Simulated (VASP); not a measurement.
# CuAu (P4/mmm) in VASP: single point with LDA

Aim: the single point of CuAu with LDA.

Program: VASP 6.6.1. These are calculated values, not measurements. Logs are shortened: lines on timing, memory, paths and dates and some standing lists are left out, and cuts for length are marked.

### 1 The cell of the first run

It takes space group P4/mmm (No. 123, tetragonal). The conventional cell has a = 2.800 Å, b = 2.800 Å, c = 3.670 Å, α = 90.00°, β = 90.00°, γ = 90.00°. Within 3.6 Å of Cu (site symmetry 4/mmm) lie 8 Au at 2.70 Å and 4 Cu at 2.80 Å. Within 3.6 Å of Au (site symmetry 4/mmm) lie 8 Cu at 2.70 Å and 4 Au at 2.80 Å.

### 2 Single point, LDA

Input file INCAR:

```
PREC = Accurate
ENCUT = 520
EDIFF = 1E-6
ISMEAR = 0
SIGMA = 0.15
LREAL = False
LASPH = True
NELM = 60
ALGO = Fast
ISIF = 2
LWAVE = False
LCHARG = False
GGA = CA
NBANDS = 18
```

Input file KPOINTS:

```
regular mesh
0
Gamma
  18 18 14
```

Input file POSCAR:

```
CuAu
1.0
    2.8000000000      0.0000000000      0.0000000000
    0.0000000000      2.8000000000      0.0000000000
    0.0000000000      0.0000000000      3.6700000000
Cu Au
1 1
Direct
    0.5000000000      0.5000000000      0.5000000000
    0.0000000000      0.0000000000      0.0000000000
```

Potentials or basis: VASP PAW LDA potentials, release 64 (Cu, Au).

Command:

```
$ cat potpaw_LDA.64/Cu/POTCAR potpaw_LDA.64/Au/POTCAR > POTCAR
$ mpirun -np 1 vasp_std > vasp.out
```

OUTCAR:

```text
PREC = Accurate
   ENCUT = 520
   EDIFF = 1E-6
   ISMEAR = 0
   LREAL = False
   LASPH = True
   NELM = 60
   ISIF = 2
   GGA = CA

 ion  position               nearest neighbor table
   1  0.500  0.500  0.500-   2 2.70   2 2.70   2 2.70   2 2.70   2 2.70   2 2.70   2 2.70   2 2.70

   2  0.000  0.000  0.000-   1 2.70   1 2.70   1 2.70   1 2.70   1 2.70   1 2.70   1 2.70   1 2.70

  LATTYP: Found a simple tetragonal cell.
 ALAT       =     2.8000000000
 C/A-ratio  =     1.3107142857

  Lattice vectors:

 A1 = (   2.8000000000,   0.0000000000,   0.0000000000)
 A2 = (   0.0000000000,   2.8000000000,   0.0000000000)
 A3 = (   0.0000000000,   0.0000000000,   3.6700000000)

Analysis of symmetry for initial positions (statically):
=====================================================================
 Subroutine PRICEL returns:
 Original cell was already a primitive cell.

 Routine SETGRP: Setting up the symmetry group for a
 simple tetragonal supercell.

 Subroutine GETGRP returns: Found 16 space group operations
 (whereof 16 operations were pure point group operations)
 out of a pool of 16 trial point group operations.

The static configuration has the point symmetry D_4h.

Analysis of symmetry for dynamics (positions and initial velocities):
=====================================================================
 Subroutine PRICEL returns:
 Original cell was already a primitive cell.

 Routine SETGRP: Setting up the symmetry group for a
 simple tetragonal supercell.

 Subroutine GETGRP returns: Found 16 space group operations
 (whereof 16 operations were pure point group operations)
 out of a pool of 16 trial point group operations.

The dynamic configuration has the point symmetry D_4h.

 Subroutine INISYM returns: Found 16 space group operations
 (whereof 16 operations are pure point group operations),
 and found     1 'primitive' translations

----------------------------------------------------------------------------------------

                                     Primitive cell

  volume of cell :      28.7728

  direct lattice vectors                    reciprocal lattice vectors
     2.800000000  0.000000000  0.000000000     0.357142857  0.000000000  0.000000000
     0.000000000  2.800000000  0.000000000     0.000000000  0.357142857  0.000000000
     0.000000000  0.000000000  3.670000000     0.000000000  0.000000000  0.272479564

  length of vectors
     2.800000000  2.800000000  3.670000000     0.357142857  0.357142857  0.272479564

  position of ions in fractional coordinates (direct lattice)
     0.500000000  0.500000000  0.500000000
     0.000000000  0.000000000  0.000000000

  ion indices of the primitive-cell ions
   primitive index   ion index
                 1           1
                 2           2

----------------------------------------------------------------------------------------

 KPOINTS: regular mesh

Automatic generation of k-mesh.
 Grid dimensions read from file:
 generate k-points for:   18   18   14

 Generating k-lattice:

  Cartesian coordinates                     Fractional coordinates (reciprocal lattice)
     0.019841270  0.000000000  0.000000000     0.055555556  0.000000000  0.000000000
     0.000000000  0.019841270  0.000000000     0.000000000  0.055555556  0.000000000
     0.000000000  0.000000000  0.019462826     0.000000000  0.000000000  0.071428571

  Length of vectors
     0.019841270  0.019841270  0.019462826

  Shift w.r.t. Gamma in fractional coordinates (k-lattice)
     0.000000000  0.000000000  0.000000000

 Subroutine IBZKPT returns following result:
 ===========================================

 Found    440 irreducible k-points:

 Following reciprocal coordinates:
            Coordinates               Weight
  0.000000  0.000000  0.000000      1.000000
  0.055556  0.000000  0.000000      4.000000
  0.111111  0.000000  0.000000      4.000000
  0.166667  0.000000  0.000000      4.000000
  0.222222  0.000000  0.000000      4.000000
  0.277778  0.000000  0.000000      4.000000
[... 16 lines left out ...]
  0.277778  0.111111  0.000000      8.000000
  0.333333  0.111111  0.000000      8.000000
 [... further k-points ...]
   k-points           NKPTS =    440   k-points in BZ     NKDIM =    440   number of bands    NBANDS=     18
   number of dos      NEDOS =    301   number of ions     NIONS =      2
   total plane-waves  NPLWV =  16128
   dimension x,y,z NGX =    24 NGY =   24 NGZ =   28
   dimension x,y,z NGXF=    48 NGYF=   48 NGZF=   56
   ions per type =               1   1
   NGX,Y,Z   is equivalent  to a cutoff of  14.25, 14.25, 12.68 a.u.
   NGXF,Y,Z  is equivalent  to a cutoff of  28.50, 28.50, 25.37 a.u.
 SYSTEM =  unknown system
   PREC   = accura    normal or accurate (medium, high low for compatibility)
   ISTART =      0    job   : 0-new  1-cont  2-samecut
   ICHARG =      2    charge: 1-file 2-atom 10-const
   ISPIN  =      1    spin polarized calculation?
   LNONCOLLINEAR =      F non collinear calculations
   LSORBIT =      F    spin-orbit coupling
   LASPH  =      T    aspherical Exc in radial PAW
   ENCUT  =  520.0 eV  38.22 Ry    6.18 a.u.   5.21  5.21  6.82*2*pi/ulx,y,z
   NELM   =     60;   NELMIN=  2; NELMDL= -5     # of ELM steps
   EDIFF  = 0.1E-05   stopping-criterion for ELM
   LREAL  =      F    real-space projection
   EDIFFG = 0.1E-04   stopping-criterion for IOM
   NSW    =      0    number of steps for IOM
   IBRION =     -1    ionic relax: 0-MD 1-quasi-New 2-CG
   NFREE  =      0    steps in history (QN), initial steepest desc. (CG)
   ISIF   =      2    stress and relaxation
   ISYM   =      2    0-nonsym 1-usesym 2-fastsym
   POTIM  = 0.5000    time-step for ionic-motion
   TEBEG  =    0.0;   TEEND  =   0.0 temperature during run
   PSTRESS=    0.0 pullay stress
   NELECT =      22.0000    total number of electrons
   NUPDOWN=      -1.0000    fix difference up-down
   EMIN   =  10.00;   EMAX   =-10.00  energy-range for DOS
   EFERMI =   0.00;   METHOD = LEGACY
   ISMEAR =     0;   SIGMA  =   0.15  broadening in eV -4-tet -1-fermi 0-gaus
   EFERMI_NEDOS =   21; number of points for ismear=-14 and -15
   IALGO  =     68    algorithm
   IMIX   =      4    mixing-type and parameters
     AMIX     =   0.40;   BMIX     =  1.00
     AMIX_MAG =   1.60;   BMIX_MAG =  1.00
  volume/ion in A,a.u.               =      14.39        97.08
  Fermi-wavevector in a.u.,A,eV,Ry     =   1.497000  2.828919 30.490762  2.241008
  Thomas-Fermi vector in A             =   2.608944
   LORBIT       =      0    0 simple, 1 ext, 2 COOP (PROOUT), +10 PAW based schemes
   GGA     = CA    functional components
   LHFCALC =     F    Hartree Fock is set to
   AEXX    =    0.0000 exact exchange contribution
   IVDW    =     0    specifies the selected vdW correction
   LEPSILON=     F    determine dielectric tensor
   LRPA    =     F    only Hartree local field effects (RPA)
 non-spin polarized calculation
 RMM-DIIS sequential band-by-band and
 Gauss-broadening in eV      SIGMA  =   0.15
  energy-cutoff  :      520.00
  volume of cell :       28.77
 maximum number of plane-waves:       800
 NGX is ok and might be reduce to    24
   NGX = 11   NGY = 11   NGZ = 13

 number of electron      22.0000009 magnetization

 Free energy of the ion-electron system (eV)
  ---------------------------------------------------
  ext. energy  EPLUGINS =         0.00000000
  ---------------------------------------------------
  free energy    TOTEN  =        -9.24374667 eV

  energy without entropy =       -9.23660892  energy(sigma->0) =       -9.24017780

 E-fermi :   8.7002     XC(G=0): -13.0409

 val. band max:        8.6979127715   @ k =   0.3889   0.3889   0.2143
 cond. band min:       8.7032869822   @ k =   0.0556   0.0556   0.2143
 fundamental gap:      0.0053742108
 Fermi energy:         8.7002000718

 k-point     1 :       0.0000    0.0000    0.0000
  band No.  band energies     occupation
      1      -1.2159      2.00000
      2       1.9771      2.00000
      3       2.1483      2.00000
      4       4.5687      2.00000
      5       4.5687      2.00000
      6       5.6686      2.00000
[... 10 lines left out ...]
     17      25.6679      0.00000
     18      26.1365      0.00000

 k-point     2 :       0.0556    0.0000    0.0000
  band No.  band energies     occupation
      1      -1.1427      2.00000
      2       2.0166      2.00000
      3       2.1883      2.00000
      4       4.5249      2.00000
      5       4.5861      2.00000
      6       5.6374      2.00000
[... 10 lines left out ...]
     17      26.1744      0.00000
     18      26.2348      0.00000

 k-point     3 :       0.1111    0.0000    0.0000
  band No.  band energies     occupation
      1      -0.9273      2.00000
      2       2.1142      2.00000
      3       2.3244      2.00000
      4       4.3965      2.00000
      5       4.6377      2.00000
      6       5.5460      2.00000
[... 10 lines left out ...]
     17      26.2269      0.00000
     18      27.7071      0.00000

 k-point     4 :       0.1667    0.0000    0.0000
  band No.  band energies     occupation
      1      -0.5827      2.00000
      2       2.2398      2.00000
      3       2.5724      2.00000
      4       4.1949      2.00000
      5       4.7210      2.00000
      6       5.4021      2.00000
[... 375 lines left out ...]
      4       3.9147      2.00000
      5       4.5870      2.00000
      6       5.0156      2.00000
[... 10 lines left out ...]
     17      25.6670      0.00000
     18      28.3655      0.00000

 k-point    23 :       0.2778    0.1111    0.0000
  band No.  band energies     occupation
      1       0.6668      2.00000
      2       2.7694      2.00000
      3       3.3047      2.00000
      4       3.6475      2.00000
      5       4.6113      2.00000
      6       4.8471      2.00000
[... 10 lines left out ...]
     17      24.4936      0.00000
     18      27.3740      0.00000

 k-point    24 :       0.3333    0.1111    0.0000
  band No.  band energies     occupation
      1       1.2075      2.00000
      2       2.9413      2.00000
      3       3.4020      2.00000
      4       3.5413      2.00000
      5       4.6244      2.00000
      6       4.7917      2.00000
[... 10 lines left out ...]
     17      23.2193      0.00000
     18      26.1399      0.00000

 [... further k-points ...]
[... 5 lines left out ...]
  --------------------------------------------------------------------------------------
  -------------------------------------------------------------------------------------
  Total       -1.3068835     -1.3068835     -1.4279387      0.0000000      0.0000000      0.0000000
  in kB      -72.7721710    -72.7721710    -79.5129808      0.0000000      0.0000000      0.0000000
  external PRESSURE =     -75.0191076 kB  Pullay stress =       0.0000000 kB

 VOLUME and BASIS-vectors are now :
 -----------------------------------------------------------------------------
  energy-cutoff  :      520.00
  volume of cell :       28.77
      direct lattice vectors                 reciprocal lattice vectors
     2.800000000  0.000000000  0.000000000     0.357142857  0.000000000  0.000000000
     0.000000000  2.800000000  0.000000000     0.000000000  0.357142857  0.000000000
     0.000000000  0.000000000  3.670000000     0.000000000  0.000000000  0.272479564

 POSITION                                       TOTAL-FORCE (eV/Angst)
 -----------------------------------------------------------------------------------
      1.40000      1.40000      1.83500         0.000000      0.000000      0.000000
      0.00000      0.00000      0.00000         0.000000      0.000000      0.000000
 -----------------------------------------------------------------------------------
    total drift:                                0.000000      0.000000     -0.000000

  FREE ENERGIE OF THE ION-ELECTRON SYSTEM (eV)
  ---------------------------------------------------
  free  energy   TOTEN  =        -9.2437466719 eV

  energy  without entropy=       -9.2366089248  energy(sigma->0) =       -9.24017780
```

It took 80 s on 1 thread of Intel Xeon 6975P-C (Granite Rapids), shared host; peak memory 0.33 GiB.

What came out:

* Free energy: -9.2437 eV
* Pressure: -7.5 GPa
* Band gap on the k mesh: zero (band 11 reaches 13.99 eV, above the bottom of band 12 at 6.64 eV)

Levels at points of the mesh, in eV from the Fermi level:
| k point | band 7 | band 8 | band 9 | band 10 | band 11 | band 12 | band 13 | band 14 | band 15 | band 16 |
| --- | --- | --- | --- | --- | --- | --- | --- | --- | --- | --- |
| (0.00, 0.00, 0.00) | -2.92 | -2.20 | -1.74 | -1.52 | -1.52 | 2.04 | 8.11 | 9.98 | 9.98 | 16.88 |
| (0.50, 0.00, 0.00) | -3.14 | -3.06 | -2.49 | -2.29 | -0.92 | -0.13 | 9.42 | 9.54 | 11.41 | 11.41 |
| (0.50, 0.50, 0.00) | -1.70 | -1.65 | -1.42 | -1.42 | 0.61 | 0.61 | 5.21 | 6.87 | 10.01 | 11.58 |
| (0.00, 0.00, 0.50) | -3.30 | -2.75 | -2.43 | -2.42 | -2.42 | -2.06 | 14.43 | 14.62 | 14.62 | 15.21 |
| (0.50, 0.00, 0.50) | -1.88 | -1.78 | -1.65 | -1.59 | -1.11 | -1.10 | 2.71 | 4.41 | 15.90 | 16.15 |
| (0.50, 0.50, 0.50) | -3.20 | -2.22 | -1.70 | -1.64 | 5.29 | 5.50 | 5.50 | 6.22 | 6.96 | 7.05 |

Caveat: spin-orbit coupling is left out, which moves the levels of the heavy elements.
